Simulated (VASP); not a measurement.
# Mo (Im-3m) in VASP: relaxation of cell and atoms with r2SCAN

Aim: the relaxation of cell and atoms of Mo with r2SCAN.

All numbers are computed with VASP 6.6.1; they aren't measurements. Logs are shortened: lines on timing, memory, paths and dates and some standing lists are left out, and cuts for length are marked.

### Step 1. The cell of the first run

It takes space group Im-3m (No. 229, cubic). The conventional cell has a = 3.150 Å, b = 3.150 Å, c = 3.150 Å, α = 90.00°, β = 90.00°, γ = 90.00°. Mo (site symmetry m-3m) has 14 Mo at 2.73 to 3.15 Å within 3.6 Å.

### Step 2. Relaxation of cell and atoms, r2SCAN

The input, POSCAR:

```
Mo
1.0
   -1.5750000000      1.5750000000      1.5750000000
    1.5750000000     -1.5750000000      1.5750000000
    1.5750000000      1.5750000000     -1.5750000000
Mo
1
Direct
    0.0000000000      0.0000000000      0.0000000000
```

The input, INCAR.step1:

```
PREC = Accurate
ENCUT = 550
ISMEAR = 1
SIGMA = 0.1
LREAL = False
LASPH = True
NELM = 120
GGA = PE
ALGO = Normal
EDIFF = 1E-5
LWAVE = True
LCHARG = False
GGA_COMPAT = False
IBRION = 2
ISIF = 3
EDIFFG = -0.005
NELMIN = 4
NSW = 100
```

The input, INCAR.step2:

```
PREC = Accurate
ENCUT = 550
EDIFF = 1E-7
ISMEAR = 1
SIGMA = 0.1
LREAL = False
LASPH = True
NELM = 120
ALGO = Normal
ISIF = 3
LWAVE = False
LCHARG = False
METAGGA = R2SCAN
LMIXTAU = True
IBRION = 2
NSW = 60
EDIFFG = -0.005
ISTART = 1
GGA_COMPAT = False
NELMIN = 4
```

The input, KPOINTS:

```
Automatic mesh
0
Gamma
  24 24 24
```

Potentials or basis: VASP PAW PBE potentials, release 64 (Mo_sv).

Run with:

```sh
$ cat potpaw_PBE.64/Mo_sv/POTCAR > POTCAR
$ cp INCAR.step1 INCAR
$ mpirun -np 1 vasp_std > vasp.out
$ cp INCAR.step2 INCAR
$ mpirun -np 1 vasp_std > vasp.out
```

OUTCAR:

```text
PREC = Accurate
   ENCUT = 550
   EDIFF = 1E-7
   ISMEAR = 1
   LREAL = False
   LASPH = True
   NELM = 120
   ISIF = 3
   METAGGA = R2SCAN
   IBRION = 2
   NSW = 60
   EDIFFG = -0.005
   ISTART = 1
   NELMIN = 4

 ion  position               nearest neighbor table
   1  0.000  0.000  0.000-

  LATTYP: Found a body centered cubic cell.
 ALAT       =     3.1500000000

  Lattice vectors:

 A1 = (  -1.5750000000,   1.5750000000,   1.5750000000)
 A2 = (   1.5750000000,  -1.5750000000,   1.5750000000)
 A3 = (   1.5750000000,   1.5750000000,  -1.5750000000)

Analysis of symmetry for initial positions (statically):
=====================================================================
 Subroutine PRICEL returns:
 Original cell was already a primitive cell.

 Routine SETGRP: Setting up the symmetry group for a
 body centered cubic supercell.

 Subroutine GETGRP returns: Found 48 space group operations
 (whereof 48 operations were pure point group operations)
 out of a pool of 48 trial point group operations.

The static configuration has the point symmetry O_h .

Analysis of symmetry for dynamics (positions and initial velocities):
=====================================================================
 Subroutine PRICEL returns:
 Original cell was already a primitive cell.

 Routine SETGRP: Setting up the symmetry group for a
 body centered cubic supercell.

 Subroutine GETGRP returns: Found 48 space group operations
 (whereof 48 operations were pure point group operations)
 out of a pool of 48 trial point group operations.

The dynamic configuration has the point symmetry O_h .

 Subroutine INISYM returns: Found 48 space group operations
 (whereof 48 operations are pure point group operations),
 and found     1 'primitive' translations

----------------------------------------------------------------------------------------

                                     Primitive cell

  volume of cell :      15.6279

  direct lattice vectors                    reciprocal lattice vectors
    -1.575000000  1.575000000  1.575000000     0.000000000  0.317460317  0.317460317
     1.575000000 -1.575000000  1.575000000     0.317460317  0.000000000  0.317460317
     1.575000000  1.575000000 -1.575000000     0.317460317  0.317460317  0.000000000

  length of vectors
     2.727980022  2.727980022  2.727980022     0.448956686  0.448956686  0.448956686

  position of ions in fractional coordinates (direct lattice)
     0.000000000  0.000000000  0.000000000

  ion indices of the primitive-cell ions
   primitive index   ion index
                 1           1

----------------------------------------------------------------------------------------

 KPOINTS: Automatic mesh

Automatic generation of k-mesh.
 Grid dimensions read from file:
 generate k-points for:   24   24   24

 Generating k-lattice:

  Cartesian coordinates                     Fractional coordinates (reciprocal lattice)
     0.000000000  0.013227513  0.013227513     0.041666667  0.000000000  0.000000000
     0.013227513  0.000000000  0.013227513     0.000000000  0.041666667  0.000000000
     0.013227513  0.013227513  0.000000000     0.000000000  0.000000000  0.041666667

  Length of vectors
     0.018706529  0.018706529  0.018706529

  Shift w.r.t. Gamma in fractional coordinates (k-lattice)
     0.000000000  0.000000000  0.000000000

 Subroutine IBZKPT returns following result:
 ===========================================

 Found    413 irreducible k-points:

 Following reciprocal coordinates:
            Coordinates               Weight
  0.000000  0.000000  0.000000      1.000000
  0.041667  0.000000  0.000000     12.000000
  0.083333  0.000000  0.000000     12.000000
  0.125000  0.000000  0.000000     12.000000
  0.166667  0.000000  0.000000     12.000000
  0.208333  0.000000  0.000000     12.000000
[... 16 lines left out ...]
  0.416667  0.041667  0.000000     48.000000
  0.458333  0.041667  0.000000     48.000000
 [... further k-points ...]
   k-points           NKPTS =    413   k-points in BZ     NKDIM =    413   number of bands    NBANDS=     11
   number of dos      NEDOS =    301   number of ions     NIONS =      1
   total plane-waves  NPLWV =  13824
   dimension x,y,z NGX =    24 NGY =   24 NGZ =   24
   dimension x,y,z NGXF=    48 NGYF=   48 NGZF=   48
   ions per type =               1
   NGX,Y,Z   is equivalent  to a cutoff of  14.63, 14.63, 14.63 a.u.
   NGXF,Y,Z  is equivalent  to a cutoff of  29.25, 29.25, 29.25 a.u.
 SYSTEM =  unknown system
   PREC   = accura    normal or accurate (medium, high low for compatibility)
   ISTART =      1    job   : 0-new  1-cont  2-samecut
   ICHARG =      0    charge: 1-file 2-atom 10-const
   ISPIN  =      1    spin polarized calculation?
   LNONCOLLINEAR =      F non collinear calculations
   LSORBIT =      F    spin-orbit coupling
   LASPH  =      T    aspherical Exc in radial PAW
   ENCUT  =  550.0 eV  40.42 Ry    6.36 a.u.   5.22  5.22  5.22*2*pi/ulx,y,z
   NELM   =    120;   NELMIN=  4; NELMDL=  0     # of ELM steps
   EDIFF  = 0.1E-06   stopping-criterion for ELM
   LREAL  =      F    real-space projection
   EDIFFG = -.5E-02   stopping-criterion for IOM
   NSW    =     60    number of steps for IOM
   IBRION =      2    ionic relax: 0-MD 1-quasi-New 2-CG
   NFREE  =      1    steps in history (QN), initial steepest desc. (CG)
   ISIF   =      3    stress and relaxation
   ISYM   =      2    0-nonsym 1-usesym 2-fastsym
   POTIM  = 0.5000    time-step for ionic-motion
   TEBEG  =    0.0;   TEEND  =   0.0 temperature during run
   PSTRESS=    0.0 pullay stress
   NELECT =      14.0000    total number of electrons
   NUPDOWN=      -1.0000    fix difference up-down
   EMIN   =  10.00;   EMAX   =-10.00  energy-range for DOS
   EFERMI =   0.00;   METHOD = LEGACY
   ISMEAR =     1;   SIGMA  =   0.10  broadening in eV -4-tet -1-fermi 0-gaus
   EFERMI_NEDOS =   21; number of points for ismear=-14 and -15
   IALGO  =     38    algorithm
   IMIX   =      4    mixing-type and parameters
     AMIX     =   0.40;   BMIX     =  1.00
     AMIX_MAG =   1.60;   BMIX_MAG =  1.00
  volume/ion in A,a.u.               =      15.63       105.46
  Fermi-wavevector in a.u.,A,eV,Ry     =   1.578157  2.982285 33.886404  2.490580
  Thomas-Fermi vector in A             =   2.678731
   LORBIT       =      0    0 simple, 1 ext, 2 COOP (PROOUT), +10 PAW based schemes
   METAGGA = R2SCAN    functional components
   LHFCALC =     F    Hartree Fock is set to
   AEXX    =    0.0000 exact exchange contribution
   IVDW    =     0    specifies the selected vdW correction
   LEPSILON=     F    determine dielectric tensor
   LRPA    =     F    only Hartree local field effects (RPA)
 conjugate gradient relaxation of ions
 non-spin polarized calculation
 Methfessel and Paxton  Order N= 1 SIGMA  =   0.10
  energy-cutoff  :      550.00
  volume of cell :       15.63
 maximum number of plane-waves:       472
 NGX is ok and might be reduce to    24
   NGX = 11   NGY = 11   NGZ = 11

--------------------------------------- Ionic step        1  -------------------------------------------

 number of electron      14.0000002 magnetization

 Free energy of the ion-electron system (eV)
  ---------------------------------------------------
  ext. energy  EPLUGINS =         0.00000000
  ---------------------------------------------------
  free energy    TOTEN  =       -26.07639788 eV

  energy without entropy =      -26.07611828  energy(sigma->0) =      -26.07630468

------------------------ aborting loop because EDIFF is reached ----------------------------------------

  FORCE on cell =-STRESS in cart. coord.  units (eV):
  Direction    XX          YY          ZZ          XY          YZ          ZX
  --------------------------------------------------------------------------------------
  -------------------------------------------------------------------------------------
  Total        0.1345372      0.1345372      0.1345372      0.0000000     -0.0000000      0.0000000
  in kB       13.7927666     13.7927666     13.7927666      0.0000000     -0.0000000      0.0000000
  external PRESSURE =      13.7927666 kB  Pullay stress =       0.0000000 kB

 VOLUME and BASIS-vectors are now :
 -----------------------------------------------------------------------------
  energy-cutoff  :      550.00
  volume of cell :       15.63
      direct lattice vectors                 reciprocal lattice vectors
    -1.575000000  1.575000000  1.575000000     0.000000000  0.317460317  0.317460317
     1.575000000 -1.575000000  1.575000000     0.317460317  0.000000000  0.317460317
     1.575000000  1.575000000 -1.575000000     0.317460317  0.317460317  0.000000000
[... 36 lines left out ...]
 POSITION                                       TOTAL-FORCE (eV/Angst)
 -----------------------------------------------------------------------------------
      0.00000      0.00000     -0.00000         0.000000      0.000000     -0.000000
 -----------------------------------------------------------------------------------
    total drift:                               -0.000000     -0.000000      0.000000

  FREE ENERGIE OF THE ION-ELECTRON SYSTEM (eV)
  ---------------------------------------------------
  free  energy   TOTEN  =       -26.0740003363 eV

  energy  without entropy=      -26.0738508862  energy(sigma->0) =      -26.07395052

--------------------------------------- Ionic step        3  -------------------------------------------

 number of electron      14.0000002 magnetization

 Free energy of the ion-electron system (eV)
  ---------------------------------------------------
  ext. energy  EPLUGINS =         0.00000000
  ---------------------------------------------------
  free energy    TOTEN  =       -26.07673111 eV

  energy without entropy =      -26.07649209  energy(sigma->0) =      -26.07665143

 E-fermi :  12.5351     XC(G=0): -14.6077

 val. band max:       12.5318974790   @ k =   0.1250   0.0833   0.0000
 cond. band min:      12.5415414480   @ k =  -0.4167   0.4583   0.0417
 fundamental gap:      0.0096439690
 Fermi energy:        12.5351094734

 k-point     1 :       0.0000    0.0000    0.0000
  band No.  band energies     occupation
      1     -50.7568      2.00000
      2     -23.2397      2.00000
      3     -23.2397      2.00000
      4     -23.2397      2.00000
      5       4.8241      2.00000
      6      11.0562      2.00000
      7      11.0562      2.00000
      8      11.0562      2.00000
      9      14.3726     -0.00000
     10      14.3726     -0.00000
     11      27.9614      0.00000

 k-point     2 :       0.0417    0.0000    0.0000
  band No.  band energies     occupation
      1     -50.7520      2.00000
      2     -23.2669      2.00000
      3     -23.2480      2.00000
      4     -23.2399      2.00000
      5       4.9052      2.00000
      6      11.0097      2.00000
      7      11.0487      2.00000
      8      11.1313      2.00000
      9      14.3009     -0.00000
     10      14.3730     -0.00000
     11      28.0230      0.00000
[... 295 lines left out ...]
 k-point    24 :       0.4583    0.0417    0.0000
  band No.  band energies     occupation
      1     -50.4692      2.00000
      2     -24.7096      2.00000
      3     -23.7148      2.00000
      4     -23.2626      2.00000
      5       6.9676      2.00000
      6       8.9345      2.00000
      7      13.6522     -0.00000
      8      14.3338     -0.00000
      9      15.2224      0.00000
     10      17.4652      0.00000
     11      24.6423      0.00000

 [... further k-points ...]
[... 5 lines left out ...]
  --------------------------------------------------------------------------------------
  -------------------------------------------------------------------------------------
  Total        0.0004313      0.0004313      0.0004313     -0.0000000     -0.0000000      0.0000000
  in kB        0.0439966      0.0439966      0.0439966     -0.0000000     -0.0000000      0.0000000
  external PRESSURE =       0.0439966 kB  Pullay stress =       0.0000000 kB

 VOLUME and BASIS-vectors are now :
 -----------------------------------------------------------------------------
  energy-cutoff  :      550.00
  volume of cell :       15.71
      direct lattice vectors                 reciprocal lattice vectors
    -1.577640849  1.577640849  1.577640849     0.000000000  0.316928913  0.316928913
     1.577640849 -1.577640849  1.577640849     0.316928913  0.000000000  0.316928913
     1.577640849  1.577640849 -1.577640849     0.316928913  0.316928913  0.000000000

 POSITION                                       TOTAL-FORCE (eV/Angst)
 -----------------------------------------------------------------------------------
      0.00000      0.00000     -0.00000         0.000000     -0.000000      0.000000
 -----------------------------------------------------------------------------------
    total drift:                               -0.000000      0.000000      0.000000

  FREE ENERGIE OF THE ION-ELECTRON SYSTEM (eV)
  ---------------------------------------------------
  free  energy   TOTEN  =       -26.0767311052 eV

  energy  without entropy=      -26.0764920938  energy(sigma->0) =      -26.07665143

 reached required accuracy - stopping structural energy minimisation
```

Run time: 25 min. Hardware: 1 thread of Oxide Virtual Turin-like, shared host; peak memory 0.19 GiB.

What came out:

| Property | Result |
| --- | --- |
| Free energy | -26.0767 eV |
| Relaxed volume | 15.71 Å³/atom |
| Relaxed cell | a = 2.733 Å, b = 2.733 Å, c = 2.733 Å, α = 109.47°, β = 109.47°, γ = 109.47° |
| Space group after relaxing (to 0.1 Å) | Im-3m (No. 229) |
| Energy gained by relaxing | 0.3 meV/atom |
| Ionic steps | 3 |
| Pressure after relaxing | 0.0 GPa |
| Band gap on the k mesh | zero (bands 7 and 8 overlap by 5.53 eV) |

Step by step:
```
step  energy change (eV)  largest force (eV/Å)  pressure (GPa)  volume (Å³)
   1              0.0000                0.0000            1.38        15.63
   2              0.0024                0.0000           -3.78        15.93
   3             -0.0003                0.0000            0.00        15.71
```

Final structure:
```xyz
1
Lattice="-1.5776 1.5776 1.5776 1.5776 -1.5776 1.5776 1.5776 1.5776 -1.5776" Properties=species:S:1:pos:R:3 pbc="T T T"
Mo    0.0000    0.0000    0.0000
```

Levels at points of the mesh, in eV from the Fermi level:
```tsv
k point	band 3	band 4	band 5	band 6	band 7	band 8	band 9	band 10	band 11
(0.00, 0.00, 0.00)	-35.77	-35.77	-7.71	-1.48	-1.48	-1.48	1.84	1.84	15.43
(0.50, 0.00, 0.00)	-36.24	-35.79	-5.63	-3.63	1.50	1.81	2.51	4.83	12.10
(0.50, 0.50, 0.50)	-36.79	-36.79	-5.68	-5.68	4.05	4.05	4.05	9.37	9.37
```

Caveat: the PAW data sets were made with another functional, which shifts forces and pressure a little.
